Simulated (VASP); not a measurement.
# CdTe (F-43m) in VASP: single point with LDA

Aim: the single point of CdTe with LDA.

All numbers are computed with VASP 6.6.1; they aren't measurements. Logs are shortened: lines on timing, memory, paths and dates and some standing lists are left out, and cuts for length are marked.

### Step 1. The cell of the first run

Symmetry: F-43m, No. 216, cubic system. Conventional cell: a = 6.482 Å, b = 6.482 Å, c = 6.482 Å, α = 90.00°, β = 90.00°, γ = 90.00°. Cd (site symmetry -43m) has 4 Te at 2.81 Å within 3.7 Å. Within 3.7 Å of Te (site symmetry -43m) lie 4 Cd at 2.81 Å.

### Step 2. Single point, LDA, non-collinear spin, zero start, spin-orbit coupling

The input, INCAR:

```
SYSTEM = CdTe
  PREC = Accurate
  ENCUT = 520
  EDIFF = 1E-7
  ISMEAR = 0
  SIGMA = 0.01
  LREAL = .FALSE.
  LASPH = .TRUE.
  NELM = 150
  ALGO = Normal
  ISIF = 2
  LWAVE = .FALSE.
  LCHARG = .TRUE.
  LNONCOLLINEAR = .TRUE.
  MAGMOM = 0 0 0 0 0 0
  LORBIT = 11
  LSORBIT = .TRUE.
  GGA_COMPAT = .FALSE.
  LORBMOM = .TRUE.
  LVHAR = .TRUE.
  NBANDS = 30
```

The input, KPOINTS:

```
regular mesh
0
G
  8 8 8
  0 0 0
```

The input, POSCAR:

```
CdTe
1.0
    0.0000000000      3.2410000000      3.2410000000
    3.2410000000      0.0000000000      3.2410000000
    3.2410000000      3.2410000000      0.0000000000
Cd Te
1 1
Direct
    0.0000000000      0.0000000000      0.0000000000
    0.2500000000      0.2500000000      0.2500000000
```

Potentials or basis: VASP PAW LDA potentials, release 64 (Cd, Te).

Launch:

```sh
$ cat potpaw_LDA.64/Cd/POTCAR potpaw_LDA.64/Te/POTCAR > POTCAR
$ mpirun -np 1 vasp_ncl > vasp.out
```

OUTCAR:

```text
SYSTEM = CdTe
   PREC = Accurate
   ENCUT = 520
   EDIFF = 1E-7
   ISMEAR = 0
   LREAL = .FALSE.
   LASPH = .TRUE.
   NELM = 150
   ISIF = 2
   LNONCOLLINEAR = .TRUE.
   LORBIT = 11
   LSORBIT = .TRUE.

 ion  position               nearest neighbor table
   1  0.000  0.000  0.000-   2 2.81   2 2.81   2 2.81   2 2.81
   2  0.250  0.250  0.250-   1 2.81   1 2.81   1 2.81   1 2.81

  LATTYP: Found a face centered cubic cell.
 ALAT       =     6.4820000000

  Lattice vectors:

 A1 = (   0.0000000000,   3.2410000000,   3.2410000000)
 A2 = (   3.2410000000,   0.0000000000,   3.2410000000)
 A3 = (   3.2410000000,   3.2410000000,   0.0000000000)

Analysis of symmetry for initial positions (statically):
=====================================================================
 Subroutine PRICEL returns:
 Original cell was already a primitive cell.

 Routine SETGRP: Setting up the symmetry group for a
 face centered cubic supercell.

 Subroutine GETGRP returns: Found 24 space group operations
 (whereof 24 operations were pure point group operations)
 out of a pool of 48 trial point group operations.

The static configuration has the point symmetry T_d .

Analysis of symmetry for dynamics (positions and initial velocities):
=====================================================================
 Subroutine PRICEL returns:
 Original cell was already a primitive cell.

 Routine SETGRP: Setting up the symmetry group for a
 face centered cubic supercell.

 Subroutine GETGRP returns: Found 24 space group operations
 (whereof 24 operations were pure point group operations)
 out of a pool of 48 trial point group operations.

The dynamic configuration has the point symmetry T_d .

Analysis of structural, dynamic, and magnetic symmetry:
=====================================================================
 Subroutine PRICEL returns:
 Original cell was already a primitive cell.

 Routine SETGRP: Setting up the symmetry group for a
 face centered cubic supercell.

 Subroutine GETGRP returns: Found 24 space group operations
 (whereof 24 operations were pure point group operations)
 out of a pool of 48 trial point group operations.

The overall configuration has the point symmetry T_d .

 Subroutine INISYM returns: Found 24 space group operations
 (whereof 24 operations are pure point group operations),
 and found     1 'primitive' translations

----------------------------------------------------------------------------------------

                                     Primitive cell

  volume of cell :      68.0875

  direct lattice vectors                    reciprocal lattice vectors
     0.000000000  3.241000000  3.241000000    -0.154273372  0.154273372  0.154273372
     3.241000000  0.000000000  3.241000000     0.154273372 -0.154273372  0.154273372
     3.241000000  3.241000000  0.000000000     0.154273372  0.154273372 -0.154273372

  length of vectors
     4.583466156  4.583466156  4.583466156     0.267209319  0.267209319  0.267209319

  position of ions in fractional coordinates (direct lattice)
     0.000000000  0.000000000  0.000000000
     0.250000000  0.250000000  0.250000000

  ion indices of the primitive-cell ions
   primitive index   ion index
                 1           1
                 2           2

----------------------------------------------------------------------------------------

 KPOINTS: regular mesh

Automatic generation of k-mesh.
 Grid dimensions read from file:
 generate k-points for:    8    8    8

 Generating k-lattice:

  Cartesian coordinates                     Fractional coordinates (reciprocal lattice)
    -0.019284172  0.019284172  0.019284172     0.125000000  0.000000000  0.000000000
     0.019284172 -0.019284172  0.019284172     0.000000000  0.125000000  0.000000000
     0.019284172  0.019284172 -0.019284172     0.000000000  0.000000000  0.125000000

  Length of vectors
     0.033401165  0.033401165  0.033401165

  Shift w.r.t. Gamma in fractional coordinates (k-lattice)
     0.000000000  0.000000000  0.000000000

[... 97 lines left out ...]
  ---------------------------------------------------
  ext. energy  EPLUGINS =         0.00000000
  ---------------------------------------------------
  free energy    TOTEN  =        -6.17733818 eV

  energy without entropy =       -6.17733818  energy(sigma->0) =       -6.17733818

 E-fermi :   2.5402     XC(G=0):  -8.9451

 val. band max:        2.4304870190   @ k =   0.0000   0.0000   0.0000
 cond. band min:       2.7041560162   @ k =   0.0000   0.0000   0.0000
 fundamental gap:      0.2736689972
 Fermi energy:         2.5401864544

 k-point     1 :       0.0000    0.0000    0.0000
  band No.  band energies     occupation
      1      -9.0802      1.00000
      2      -9.0802      1.00000
      3      -6.4510      1.00000
      4      -6.4510      1.00000
      5      -6.4510      1.00000
      6      -6.4510      1.00000
[... 781 lines left out ...]
     29      12.5644      0.00000
     30      12.5799      0.00000

 [... further k-points ...]

------------------------ aborting loop because EDIFF is reached ----------------------------------------

  FORCE on cell =-STRESS in cart. coord.  units (eV):
  Direction    XX          YY          ZZ          XY          YZ          ZX
  --------------------------------------------------------------------------------------
  -------------------------------------------------------------------------------------
  Total       -0.4937606     -0.4937606     -0.4937606      0.0000000      0.0000000      0.0000000
  in kB      -11.6187633    -11.6187633    -11.6187633      0.0000000      0.0000000      0.0000000
  external PRESSURE =     -11.6187633 kB  Pullay stress =       0.0000000 kB

 VOLUME and BASIS-vectors are now :
 -----------------------------------------------------------------------------
  energy-cutoff  :      520.00
  volume of cell :       68.09
      direct lattice vectors                 reciprocal lattice vectors
     0.000000000  3.241000000  3.241000000    -0.154273372  0.154273372  0.154273372
     3.241000000  0.000000000  3.241000000     0.154273372 -0.154273372  0.154273372
     3.241000000  3.241000000  0.000000000     0.154273372  0.154273372 -0.154273372

 POSITION                                       TOTAL-FORCE (eV/Angst)
 -----------------------------------------------------------------------------------
      0.00000      0.00000      0.00000        -0.000000     -0.000000     -0.000000
      1.62050      1.62050      1.62050         0.000000      0.000000      0.000000
 -----------------------------------------------------------------------------------
    total drift:                                0.000000      0.000000      0.000000

  FREE ENERGIE OF THE ION-ELECTRON SYSTEM (eV)
  ---------------------------------------------------
  free  energy   TOTEN  =        -6.1773381811 eV

  energy  without entropy=       -6.1773381811  energy(sigma->0) =       -6.17733818

 orbital moment (x)

 # of ion     p       d       tot
 ----------------------------------------
  1        -0.000  -0.000  -0.000
  2         0.000  -0.000   0.000
 ----------------------------------------
           -0.000  -0.000  -0.000

 orbital moment (y)

 # of ion     p       d       tot
 ----------------------------------------
  1         0.000  -0.000  -0.000
  2         0.000  -0.000   0.000
 ----------------------------------------
            0.000  -0.000  -0.000

 orbital moment (z)

 # of ion     p       d       tot
 ----------------------------------------
  1        -0.000  -0.000  -0.000
  2         0.000   0.000   0.000
 ----------------------------------------
           -0.000  -0.000  -0.000

 Spin-Orbit-Coupling matrix elements

 Ion:    1  E_soc:     -0.0640871
 l=   1
     0.0000000    -0.0034094    -0.0034094
    -0.0034094     0.0000000    -0.0034094
    -0.0034094    -0.0034094     0.0000000
 l=   2
     0.0000000    -0.0014558     0.0000000    -0.0014558    -0.0058160
    -0.0014558     0.0000000    -0.0043620    -0.0014558    -0.0014540
     0.0000000    -0.0043620     0.0000000    -0.0043620     0.0000000
    -0.0014558    -0.0014558    -0.0043620     0.0000000    -0.0014540
    -0.0058160    -0.0014540     0.0000000    -0.0014540     0.0000000
 l=   3
     0.0000000     0.0000000     0.0000000     0.0000000     0.0000000     0.0000000     0.0000000
     0.0000000     0.0000000     0.0000000     0.0000000     0.0000000     0.0000000     0.0000000
     0.0000000     0.0000000     0.0000000     0.0000000     0.0000000     0.0000000     0.0000000
     0.0000000     0.0000000     0.0000000     0.0000000     0.0000000     0.0000000     0.0000000
     0.0000000     0.0000000     0.0000000     0.0000000     0.0000000     0.0000000     0.0000000
     0.0000000     0.0000000     0.0000000     0.0000000     0.0000000     0.0000000     0.0000000
     0.0000000     0.0000000     0.0000000     0.0000000     0.0000000     0.0000000     0.0000000

 Ion:    2  E_soc:     -0.2058294
 l=   1
     0.0000000    -0.0342178    -0.0342178
    -0.0342178     0.0000000    -0.0342178
    -0.0342178    -0.0342178     0.0000000
 l=   2
     0.0000000    -0.0000344     0.0000000    -0.0000344    -0.0000527
    -0.0000344     0.0000000    -0.0000395    -0.0000344    -0.0000132
     0.0000000    -0.0000395     0.0000000    -0.0000395     0.0000000
    -0.0000344    -0.0000344    -0.0000395     0.0000000    -0.0000132
    -0.0000527    -0.0000132     0.0000000    -0.0000132     0.0000000
 l=   3
     0.0000000     0.0000000     0.0000000     0.0000000     0.0000000     0.0000000     0.0000000
     0.0000000     0.0000000     0.0000000     0.0000000     0.0000000     0.0000000     0.0000000
     0.0000000     0.0000000     0.0000000     0.0000000     0.0000000     0.0000000     0.0000000
     0.0000000     0.0000000     0.0000000     0.0000000     0.0000000     0.0000000     0.0000000
     0.0000000     0.0000000     0.0000000     0.0000000     0.0000000     0.0000000     0.0000000
     0.0000000     0.0000000     0.0000000     0.0000000     0.0000000     0.0000000     0.0000000
     0.0000000     0.0000000     0.0000000     0.0000000     0.0000000     0.0000000     0.0000000

 total charge

# of ion       s       p       d       tot
------------------------------------------
    1        0.485   0.321   9.521  10.327
    2        1.359   2.046   0.023   3.428
--------------------------------------------------
tot          1.844   2.367   9.544  13.755

 magnetization (x)

# of ion       s       p       d       tot
------------------------------------------
    1        0.000  -0.000   0.000   0.000
    2        0.000  -0.000  -0.000  -0.000
--------------------------------------------------
tot          0.000  -0.000   0.000   0.000

 magnetization (y)

# of ion       s       p       d       tot
------------------------------------------
    1        0.000   0.000   0.000   0.000
    2        0.000   0.000  -0.000   0.000
--------------------------------------------------
tot          0.000   0.000   0.000   0.000

 magnetization (z)

# of ion       s       p       d       tot
------------------------------------------
    1       -0.000  -0.000  -0.000  -0.000
    2        0.000  -0.000  -0.000  -0.000
--------------------------------------------------
tot         -0.000  -0.000  -0.000  -0.000
```

Wall time 5.8 min (1 thread of Intel Xeon 8259CL, shared host); peak memory 0.37 GiB.

Results:

```yaml
Free_energy: -6.1773 eV
Pressure: -1.2 GPa
Net_moment: 0.00 μB per cell
Valence_electrons_inside_the_program's_atomic_spheres: Cd 10.33; Te 3.43
```

Moments on the atoms (μB; x, y, z):
```
Cd  0.00 0.00 0.00
Te  0.00 0.00 0.00
```
